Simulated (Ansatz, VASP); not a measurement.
## One calculation of Si, two programs

```
Si
1.0
    -1.45991    1.45991    1.45991
     1.45991   -1.45991    1.45991
     1.45991    1.45991   -1.45991
Si
1
Direct
  0.00000 0.00000 0.00000
```

Alike in both runs: task single point; functional PBEsol; k mesh 17 × 17 × 17; occupations fermi-dirac, width 0.05 eV; no spin polarisation.

|  | VASP | Ansatz |
| --- | --- | --- |
| version | VASP 6.6.1 | Ansatz 0.2.0 |
| potentials or method | VASP PAW PBE potentials, release 64 (Si) | PAW with Ansatz's default frozen-core files, scalar-relativistic |
| plane-wave cutoff (eV) | 520 | 420 |
| valence electrons in the cell | 4 | 4 |

|  | VASP | Ansatz | Ansatz less VASP |
| --- | --- | --- | --- |
| gap on the k mesh at the Fermi level (eV) | none | none | - |
| pressure (GPa) | 18.8 | 18.5 | -0.23 |

VASP's potentials were made for PBE, not for PBEsol. A gap of «none» marks a metal or a gap that the smearing closes. With one functional, cell and mesh, what is left measures potentials, basis and numerics.
